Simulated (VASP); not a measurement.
Here is a VASP 6.6.1 calculation.

File POSCAR:

```
Sn
1.0
   -1.7379733663      1.7873059321      2.3538281599
    1.7379733663     -1.7873059321      2.3538281599
    1.7379733663      1.7873059321     -2.3538281599
Sn
1
Direct
    0.0000000000      0.0000000000      0.0000000000
```

File INCAR.step1:

```
PREC = Accurate
ENCUT = 520
EDIFF = 1E-5
ISMEAR = -1
SIGMA = 0.05
LREAL = False
LASPH = True
NELM = 80
ALGO = Normal
ISIF = 2
LWAVE = True
LCHARG = False
NBANDS = 13
GGA = PE
```

File INCAR.step2:

```
PREC = Accurate
ENCUT = 520
EDIFF = 1E-6
ISMEAR = -1
SIGMA = 0.05
LREAL = False
LASPH = True
NELM = 80
ALGO = Normal
ISIF = 2
LWAVE = False
LCHARG = False
GGA = PE
LHFCALC = True
HFSCREEN = 0.2079
PRECFOCK = Normal
NBANDS = 13
ISTART = 1
```

Contents of KPOINTS:

```
regular mesh
0
Gamma
  6 6 6
```

Potentials or basis: VASP PAW PBE potentials, release 64 (Sn_d).

Run with:

```bash
$ cat potpaw_PBE.64/Sn_d/POTCAR > POTCAR
$ cp INCAR.step1 INCAR
$ mpirun -np 1 vasp_std > vasp.out
$ cp INCAR.step2 INCAR
$ mpirun -np 1 vasp_std > vasp.out
```

Question: Estimate the pressure.

Answer: -2.2 GPa.

Question: Predict the band gap on the k mesh.

Answer: Zero (bands 7 and 8 overlap by 9.79 eV).

Stress tensor (GPa, compression positive):
```
-3.78  0.00  0.00
 0.00  0.47  0.00
 0.00  0.00 -3.43
```

Caveat: the k points lie up to 0.37 Å⁻¹ apart, too coarse for converged energies and pressures of a metal; the PAW data sets were made with another functional, which shifts forces and pressure a little; spin-orbit coupling is left out, which moves the levels of the heavy elements.
